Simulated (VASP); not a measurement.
# AlNi (Pm-3m) in VASP: a series of runs

AlNi is run at these levels: LDA, RPBE+D3(BJ), r2SCAN; tasks: single point, relaxation of cell and atoms.

Everything below comes from runs of VASP 6.6.1. Logs are shortened: lines on timing, memory, paths and dates and some standing lists are left out, and cuts for length are marked.

**1. The cell of the first run**

The structure is cubic, space group Pm-3m (No. 221). Conventional cell: a = 2.832 Å, b = 2.832 Å, c = 2.832 Å, α = 90.00°, β = 90.00°, γ = 90.00°. Ni (site symmetry m-3m) has 8 Al at 2.45 Å and 6 Ni at 2.83 Å within 3.2 Å. Al (site symmetry m-3m) has 8 Ni at 2.45 Å and 6 Al at 2.83 Å within 3.2 Å.

**2. Single point, LDA, collinear spin, ferromagnetic start**

Contents of INCAR:

```
ALGO = Fast
EDIFF = 1E-7
ENCUT = 520
GGA = CA
ISIF = 2
ISMEAR = -1
ISPIN = 2
LASPH = True
LCHARG = True
LELF = True
LMAXMIX = 4
LORBIT = 11
LREAL = False
LVHAR = True
LWAVE = False
MAGMOM = 1 0
NBANDS = 18
NELM = 150
PREC = Accurate
SIGMA = 0.05
```

Contents of KPOINTS:

```
k-points
0
Gamma
  9 9 9
```

Contents of POSCAR:

```
AlNi
1.0
    2.8321170273      0.0000000000      0.0000000000
    0.0000000000      2.8321170273      0.0000000000
    0.0000000000      0.0000000000      2.8321170273
Ni Al
1 1
Direct
    0.5000000000      0.5000000000      0.5000000000
    0.0000000000      0.0000000000      0.0000000000
```

Potentials or basis: VASP PAW LDA potentials, release 64 (Ni, Al).

Run with:

```bash
$ cat potpaw_LDA.64/Ni/POTCAR potpaw_LDA.64/Al/POTCAR > POTCAR
$ mpirun -np 1 vasp_std > vasp.out
```

OUTCAR:

```text
EDIFF = 1E-7
   ENCUT = 520
   GGA = CA
   ISIF = 2
   ISMEAR = -1
   ISPIN = 2
   LASPH = True
   LORBIT = 11
   LREAL = False
   NELM = 150
   PREC = Accurate

 ion  position               nearest neighbor table
   1  0.500  0.500  0.500-   2 2.45   2 2.45   2 2.45   2 2.45   2 2.45   2 2.45   2 2.45   2 2.45

   2  0.000  0.000  0.000-   1 2.45   1 2.45   1 2.45   1 2.45   1 2.45   1 2.45   1 2.45   1 2.45

  LATTYP: Found a simple cubic cell.
 ALAT       =     2.8321170273

  Lattice vectors:

 A1 = (   2.8321170273,   0.0000000000,   0.0000000000)
 A2 = (   0.0000000000,   2.8321170273,   0.0000000000)
 A3 = (   0.0000000000,   0.0000000000,   2.8321170273)

Analysis of symmetry for initial positions (statically):
=====================================================================
 Subroutine PRICEL returns:
 Original cell was already a primitive cell.

 Routine SETGRP: Setting up the symmetry group for a
 simple cubic supercell.

 Subroutine GETGRP returns: Found 48 space group operations
 (whereof 48 operations were pure point group operations)
 out of a pool of 48 trial point group operations.

The static configuration has the point symmetry O_h .

Analysis of symmetry for dynamics (positions and initial velocities):
=====================================================================
 Subroutine PRICEL returns:
 Original cell was already a primitive cell.

 Routine SETGRP: Setting up the symmetry group for a
 simple cubic supercell.

 Subroutine GETGRP returns: Found 48 space group operations
 (whereof 48 operations were pure point group operations)
 out of a pool of 48 trial point group operations.

The dynamic configuration has the point symmetry O_h .

Analysis of structural, dynamic, and magnetic symmetry:
=====================================================================
 Subroutine PRICEL returns:
 Original cell was already a primitive cell.

 Routine SETGRP: Setting up the symmetry group for a
 simple cubic supercell.

 Subroutine GETGRP returns: Found 48 space group operations
 (whereof 48 operations were pure point group operations)
 out of a pool of 48 trial point group operations.

The overall configuration has the point symmetry O_h .

 Subroutine INISYM returns: Found 48 space group operations
 (whereof 48 operations are pure point group operations),
 and found     1 'primitive' translations

----------------------------------------------------------------------------------------

                                     Primitive cell

  volume of cell :      22.7161

  direct lattice vectors                    reciprocal lattice vectors
     2.832117027  0.000000000  0.000000000     0.353092754  0.000000000  0.000000000
     0.000000000  2.832117027  0.000000000     0.000000000  0.353092754  0.000000000
     0.000000000  0.000000000  2.832117027     0.000000000  0.000000000  0.353092754

  length of vectors
     2.832117027  2.832117027  2.832117027     0.353092754  0.353092754  0.353092754

  position of ions in fractional coordinates (direct lattice)
     0.500000000  0.500000000  0.500000000
     0.000000000  0.000000000  0.000000000

  ion indices of the primitive-cell ions
   primitive index   ion index
                 1           1
                 2           2

----------------------------------------------------------------------------------------

 KPOINTS: k-points

Automatic generation of k-mesh.
 Grid dimensions read from file:
 generate k-points for:    9    9    9

 Generating k-lattice:

  Cartesian coordinates                     Fractional coordinates (reciprocal lattice)
     0.039232528  0.000000000  0.000000000     0.111111111  0.000000000  0.000000000
     0.000000000  0.039232528  0.000000000     0.000000000  0.111111111  0.000000000
     0.000000000  0.000000000  0.039232528     0.000000000  0.000000000  0.111111111

  Length of vectors
     0.039232528  0.039232528  0.039232528

  Shift w.r.t. Gamma in fractional coordinates (k-lattice)
     0.000000000  0.000000000  0.000000000

 Subroutine IBZKPT returns following result:
 ===========================================

 Found     35 irreducible k-points:

 Following reciprocal coordinates:
            Coordinates               Weight
  0.000000  0.000000  0.000000      1.000000
  0.111111  0.000000  0.000000      6.000000
  0.222222  0.000000  0.000000      6.000000
  0.333333  0.000000  0.000000      6.000000
  0.444444  0.000000  0.000000      6.000000
  0.111111  0.111111  0.000000     12.000000
[... 16 lines left out ...]
  0.333333  0.333333  0.111111     24.000000
  0.444444  0.333333  0.111111     48.000000
 [... further k-points ...]
   k-points           NKPTS =     35   k-points in BZ     NKDIM =     35   number of bands    NBANDS=     18
   number of dos      NEDOS =    301   number of ions     NIONS =      2
   total plane-waves  NPLWV =  13824
   dimension x,y,z NGX =    24 NGY =   24 NGZ =   24
   dimension x,y,z NGXF=    48 NGYF=   48 NGZF=   48
   ions per type =               1   1
   NGX,Y,Z   is equivalent  to a cutoff of  14.09, 14.09, 14.09 a.u.
   NGXF,Y,Z  is equivalent  to a cutoff of  28.18, 28.18, 28.18 a.u.
 SYSTEM =  unknown system
   PREC   = accura    normal or accurate (medium, high low for compatibility)
   ISTART =      0    job   : 0-new  1-cont  2-samecut
   ICHARG =      2    charge: 1-file 2-atom 10-const
   ISPIN  =      2    spin polarized calculation?
   LNONCOLLINEAR =      F non collinear calculations
   LSORBIT =      F    spin-orbit coupling
   LASPH  =      T    aspherical Exc in radial PAW
   ENCUT  =  520.0 eV  38.22 Ry    6.18 a.u.   5.27  5.27  5.27*2*pi/ulx,y,z
   NELM   =    150;   NELMIN=  2; NELMDL= -5     # of ELM steps
   EDIFF  = 0.1E-06   stopping-criterion for ELM
   LREAL  =      F    real-space projection
   EDIFFG = 0.1E-05   stopping-criterion for IOM
   NSW    =      0    number of steps for IOM
   IBRION =     -1    ionic relax: 0-MD 1-quasi-New 2-CG
   NFREE  =      0    steps in history (QN), initial steepest desc. (CG)
   ISIF   =      2    stress and relaxation
   ISYM   =      2    0-nonsym 1-usesym 2-fastsym
   POTIM  = 0.5000    time-step for ionic-motion
   TEBEG  =    0.0;   TEEND  =   0.0 temperature during run
   PSTRESS=    0.0 pullay stress
   NELECT =      13.0000    total number of electrons
   NUPDOWN=      -1.0000    fix difference up-down
   EMIN   =  10.00;   EMAX   =-10.00  energy-range for DOS
   EFERMI =   0.00;   METHOD = LEGACY
   ISMEAR =    -1;   SIGMA  =   0.05  broadening in eV -4-tet -1-fermi 0-gaus
   EFERMI_NEDOS =   21; number of points for ismear=-14 and -15
   IALGO  =     68    algorithm
   IMIX   =      4    mixing-type and parameters
     AMIX     =   0.40;   BMIX     =  1.00
     AMIX_MAG =   1.60;   BMIX_MAG =  1.00
  volume/ion in A,a.u.               =      11.36        76.65
  Fermi-wavevector in a.u.,A,eV,Ry     =   1.359183  2.568484 25.135127  1.847380
  Thomas-Fermi vector in A             =   2.485953
   LORBIT       =     11    0 simple, 1 ext, 2 COOP (PROOUT), +10 PAW based schemes
   GGA     = CA    functional components
   LHFCALC =     F    Hartree Fock is set to
   AEXX    =    0.0000 exact exchange contribution
   IVDW    =     0    specifies the selected vdW correction
   LEPSILON=     F    determine dielectric tensor
   LRPA    =     F    only Hartree local field effects (RPA)
 spin polarized calculation
 RMM-DIIS sequential band-by-band and
  energy-cutoff  :      520.00
  volume of cell :       22.72
 maximum number of plane-waves:       627
 NGX is ok and might be reduce to    24
   NGX = 11   NGY = 11   NGZ = 11

 number of electron      12.9999994 magnetization       0.0021439

 number of electron      12.9999994 magnetization      -0.0003797

 Free energy of the ion-electron system (eV)
  ---------------------------------------------------
  ext. energy  EPLUGINS =         0.00000000
  ---------------------------------------------------
  free energy    TOTEN  =       -12.19565521 eV

  energy without entropy =      -12.18962050  energy(sigma->0) =      -12.19263786

 E-fermi :  10.4575     XC(G=0): -12.5529

 val. band max:       10.3888454851   @ k =   0.3333   0.1111   0.0000
 cond. band min:      10.5116383250   @ k =   0.3333   0.1111   0.1111
 fundamental gap:      0.1227928399
 Fermi energy:        10.4574586461

 spin component 1

 k-point     1 :       0.0000    0.0000    0.0000
  band No.  band energies     occupation
      1      -1.0175      1.00000
      2       6.9328      1.00000
      3       6.9328      1.00000
      4       8.7587      1.00000
      5       8.7587      1.00000
      6       8.7587      1.00000
[... 10 lines left out ...]
     17      34.4388      0.00000
     18      34.4388      0.00000
[... 463 lines left out ...]
 k-point    24 :       0.4444    0.3333    0.1111
  band No.  band energies     occupation
      1       4.2120      1.00000
      2       5.7974      1.00000
      3       7.2432      1.00000
      4       7.7513      1.00000
      5       8.3530      1.00000
      6       8.5278      1.00000
[... 10 lines left out ...]
     17      33.5919      0.00000
     18      37.6638      0.00000

 [... further k-points ...]

 spin component 2

 k-point     1 :       0.0000    0.0000    0.0000
  band No.  band energies     occupation
      1      -1.0175      1.00000
      2       6.9326      1.00000
      3       6.9326      1.00000
      4       8.7584      1.00000
      5       8.7584      1.00000
      6       8.7584      1.00000
[... 10 lines left out ...]
     17      34.4388      0.00000
     18      34.4388      0.00000
[... 463 lines left out ...]
 k-point    24 :       0.4444    0.3333    0.1111
  band No.  band energies     occupation
      1       4.2120      1.00000
      2       5.7973      1.00000
      3       7.2430      1.00000
      4       7.7510      1.00000
      5       8.3527      1.00000
      6       8.5276      1.00000
[... 10 lines left out ...]
     17      33.5918      0.00000
     18      37.6655      0.00000

 [... further k-points ...]
[... 5 lines left out ...]
  --------------------------------------------------------------------------------------
  -------------------------------------------------------------------------------------
  Total        0.0451452      0.0451452      0.0451452     -0.0000000      0.0000000      0.0000000
  in kB        3.1841168      3.1841168      3.1841168     -0.0000000      0.0000000      0.0000000
  external PRESSURE =       3.1841168 kB  Pullay stress =       0.0000000 kB

 VOLUME and BASIS-vectors are now :
 -----------------------------------------------------------------------------
  energy-cutoff  :      520.00
  volume of cell :       22.72
      direct lattice vectors                 reciprocal lattice vectors
     2.832117027  0.000000000  0.000000000     0.353092754  0.000000000  0.000000000
     0.000000000  2.832117027  0.000000000     0.000000000  0.353092754  0.000000000
     0.000000000  0.000000000  2.832117027     0.000000000  0.000000000  0.353092754

 POSITION                                       TOTAL-FORCE (eV/Angst)
 -----------------------------------------------------------------------------------
      1.41606      1.41606      1.41606         0.000000      0.000000      0.000000
      0.00000      0.00000      0.00000         0.000000      0.000000      0.000000
 -----------------------------------------------------------------------------------
    total drift:                                0.000000      0.000000     -0.000000

  FREE ENERGIE OF THE ION-ELECTRON SYSTEM (eV)
  ---------------------------------------------------
  free  energy   TOTEN  =       -12.1956552145 eV

  energy  without entropy=      -12.1896205033  energy(sigma->0) =      -12.19263786

 total charge

# of ion       s       p       d       tot
------------------------------------------
    1        0.503   0.564   8.516   9.583
    2        0.394   0.441   0.000   0.835
--------------------------------------------------
tot          0.897   1.005   8.516  10.418

 magnetization (x)

# of ion       s       p       d       tot
------------------------------------------
    1       -0.000  -0.000  -0.000  -0.000
    2       -0.000  -0.000   0.000  -0.000
--------------------------------------------------
tot         -0.000  -0.000  -0.000  -0.000
```

Run time: 10 s. Hardware: 1 thread of Intel Xeon 6975P-C (Granite Rapids), shared host; peak memory 0.14 GiB.

Results:

| Quantity | Value |
| --- | --- |
| Free energy | -12.1957 eV |
| Pressure | 0.3 GPa |
| Net moment | 0.00 μB per cell |
| Valence electrons inside the program's atomic spheres | Ni 9.58; Al 0.83 |

Levels at points of the mesh, in eV from the Fermi level:
Spin up:
```csv
k point,band 4,band 5,band 6,band 7,band 8,band 9
"(0.00, 0.00, 0.00)",-1.70,-1.70,-1.70,5.68,5.68,5.68
```
Spin down:
```tsv
k point	band 4	band 5	band 6	band 7	band 8	band 9
(0.00, 0.00, 0.00)	-1.70	-1.70	-1.70	5.68	5.68	5.68
```

(Part 1 of 2 ends here.)
